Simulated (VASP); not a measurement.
## Zr: single point with PBE

Crystal: Zr.

```xyz
1
Lattice="-1.7867 1.7867 1.7867 1.7867 -1.7867 1.7867 1.7867 1.7867 -1.7867" Properties=species:S:1:pos:R:3 pbc="T T T"
Zr    0.0000    0.0000    0.0000
```

| Item | Value |
| --- | --- |
| Program | VASP 6.6.1 |
| Task | single point |
| Functional | PBE |
| Potentials or basis | VASP PAW PBE potentials, release 64 (Zr_sv) |
| Cutoff | 520 eV |
| k mesh | 13 × 13 × 13 |
| Occupations | fermi-dirac, width 0.05 eV |
| Spin | no spin polarisation |
| Dipole correction | no |
| Further INCAR settings | ALGO = Normal; EDIFF = 1e-07; NBANDS = 12 |

| Item | Value |
| --- | --- |
| Pressure | 0.0 GPa |
| Band gap on the k mesh | zero (band 6 reaches 10.07 eV, above the bottom of band 7 at 8.34 eV) |

Levels at points of the mesh, in eV from the Fermi level:
```
           k point  band 3  band 4  band 5  band 6  band 7  band 8  band 9  band 10
(0.00, 0.00, 0.00)  -25.95  -25.95   -5.41    1.12    1.12    1.12    3.65     3.65
```

Run time: 27 s on 1 thread of Intel Xeon 6975P-C, on a shared host, peak memory 0.15 GiB.
